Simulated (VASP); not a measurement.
Input of a VASP 6.6.1 run:

Contents of POSCAR:

```
Al
1.0
    0.0000000000      1.9034910000      1.9034910000
    1.9034910000      0.0000000000      1.9034910000
    1.9034910000      1.9034910000      0.0000000000
Al
1
Direct
    0.0000000000      0.0000000000      0.0000000000
```

INCAR.step1

```
SYSTEM = Al
ALGO = Normal ; EDIFF = 1E-5
ENCUT = 550 ; GGA = PE
GGA_COMPAT = .False. ; ISMEAR = -1
LASPH = .True. ; LCHARG = .False.
LREAL = .False. ; LWAVE = .True.
NBANDS = 8 ; NELM = 120
PREC = Accurate ; SIGMA = 0.0329
```

File INCAR.step2:

```
SYSTEM = Al
ALGO = Normal ; EDIFF = 1E-6
ENCUT = 550 ; GGA_COMPAT = .False.
ISIF = 2 ; ISMEAR = -1
ISTART = 1 ; LASPH = .True.
LCHARG = .False. ; LMIXTAU = .True.
LREAL = .False. ; LWAVE = .False.
METAGGA = R2SCAN ; NBANDS = 8
NELM = 120 ; PREC = Accurate
SIGMA = 0.0329
```

Contents of KPOINTS:

```
k-points
0
Gamma
  15 15 15
  0 0 0
```

Potentials or basis: VASP PAW PBE potentials, release 64 (Al).

The run is started by

```bash
$ cat potpaw_PBE.64/Al/POTCAR > POTCAR
$ cp INCAR.step1 INCAR
$ mpirun -np 1 vasp_std > vasp.out
$ cp INCAR.step2 INCAR
$ mpirun -np 1 vasp_std > vasp.out
```

Estimate the pressure.

17.6 GPa.

Caveat: the PAW data sets were made with another functional, which shifts forces and pressure a little.
